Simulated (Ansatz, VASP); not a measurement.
**Two plane-wave programs on MgS**

```
S Mg
1.0
     0.00000    2.60165    2.60165
     2.60165    0.00000    2.60165
     2.60165    2.60165    0.00000
S Mg
1 1
Cartesian
  2.6016 2.6016 2.6016
  0.0000 0.0000 0.0000
```

Alike in both runs: functional PBEsol-based global hybrid with a share of 0.25 of exact exchange; k mesh 5 × 5 × 5; occupations fermi-dirac, width 0.05 eV; no spin polarisation.

```csv
,VASP,Ansatz
version,VASP 6.6.1,Ansatz 0.2.0
potentials or method,"VASP PAW PBE potentials, release 64 (S, Mg)",Ansatz PAW
plane-wave cutoff (eV),520,420
valence electrons in the cell,8,16
task,single point,band structure
```

```csv
,VASP,Ansatz,Ansatz less VASP
gap on the k mesh at the Fermi level (eV),4.88,4.90,+0.018
pressure (GPa),-2.1,-1.8,+0.33
```

VASP's potentials were made for PBE, not for PBEsol-based global hybrid. VASP's potentials hold 8 valence electrons a cell and Ansatz's 16, so a difference there can come from the potentials and not from the codes.
